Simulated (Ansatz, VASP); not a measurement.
**C: VASP beside Ansatz**

POSCAR

```
C
1.0
    3.2387990700      0.0000000000      0.0000000000
   -1.6193995351      2.8048822724      0.0000000000
    0.0000000000      0.0000000000      3.6745259633
C
3
Direct
    0.2254000000      0.0000000000      0.3333333333
    0.0000000000      0.2254000000      0.6666666667
    0.7746000000      0.7746000000      0.0000000000
```

INCAR.step1

```
PREC = Accurate
ENCUT = 600
ISMEAR = 0
SIGMA = 0.1
LREAL = F
LASPH = T
NELM = 80
GGA = PE
ALGO = Normal
EDIFF = 1E-4
LWAVE = T
LCHARG = F
```

INCAR.step2

```
PREC = Accurate
ENCUT = 600
EDIFF = 1E-7
ISMEAR = 0
SIGMA = 0.1
LREAL = F
LASPH = T
NELM = 80
ALGO = Normal
ISIF = 3
LWAVE = F
LCHARG = F
METAGGA = R2SCAN
LMIXTAU = T
IBRION = 2
NSW = 90
EDIFFG = -0.04
ISTART = 1
```

The input KPOINTS:

```
Automatic mesh
0
Gamma
  6 6 6
```

Input for Ansatz:

```yaml
crystal:
  lattice:
    - [3.23879907, 0.0, 0.0]
    - [-1.6193995351, 2.8048822724, 0.0]
    - [0.0, 0.0, 3.6745259633]
  atoms:
    - { symbol: C, position: [0.2254, 0.0, 0.3333333333] }
    - { symbol: C, position: [0.0, 0.2254, 0.6666666667] }
    - { symbol: C, position: [0.7746, 0.7746, 0.0] }
basis:
  ecutwfc: 500
kpoints:
  mp_grid: { grid: [6, 6, 6] }
hamiltonian:
  xc: r2scan
scf:
  occupations: { method: gaussian, width: 0.1 }
  lower_state_search: "off"
output:
  forces: true
  stress: true
  eigenvalues: true
relax:
  adjacent_minimum: "off"
  f_tol: 0.04
  max_steps: 70
  cell: { stress_tol: 0.4 }
```

Alike in both runs: task relaxation of cell and atoms; functional r2SCAN; k mesh 6 × 6 × 6; occupations gaussian, width 0.1 eV; no spin polarisation.

|  | VASP | Ansatz |
| --- | --- | --- |
| version | VASP 6.6.1 | Ansatz 0.2.0 |
| potentials or method | VASP PAW PBE potentials, release 64 (C), cutoff 600 eV | scalar-relativistic, plane waves, PAW |
| valence electrons in the cell | 12 | 12 |

|  | VASP | Ansatz | Ansatz less VASP |
| --- | --- | --- | --- |
| relaxed volume (Å³/atom) | 15.33 | 16.09 | +0.760 |
| relaxed cell length with the largest relative difference (Å) | 3.728 | 3.819 | +0.0909 |

VASP's potentials were made for PBE, not for r2SCAN.

The k mesh is coarse, so the values compare programs but aren't converged. Noted on VASP's run: the volume moved by over 15 % at a fixed basis, so the end points are rough.
